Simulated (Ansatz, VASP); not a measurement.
**One calculation of Mo, two programs**

```xyz
2
Lattice="0.0000 2.2989 2.2989 2.2989 0.0000 2.2989 2.2989 2.2989 0.0000" Properties=species:S:1:pos:R:3 pbc="T T T"
Mo   -0.5747   -0.5747   -0.5747
Mo    0.5747    0.5747    0.5747
```

Change from the starting cell: volume scaled by 0.55, LAPW.

Alike in both runs: task single point; functional PBEsol; k mesh 12 × 12 × 12; occupations fermi-dirac, width 0.08 eV; no spin polarisation.

```csv
,VASP,Ansatz
version,VASP 6.6.1,Ansatz 0.2.0
potentials or method,"VASP PAW PBE potentials, release 64 (Mo_sv), cutoff 520 eV","all-electron LAPW, scalar-relativistic"
```

Ansatz gave:

- pressure (GPa): 248.7

Task: Which values does VASP return?

Result: Pressure (GPa): 255.6.

VASP's potentials were made for PBE, not for PBEsol. Both programs put the cell under a high pressure, so it lies far from rest at this level. Ansatz ran all-electron here, and VASP with PAW potentials.

Noted on VASP's run: the cell as given lies far from equilibrium.
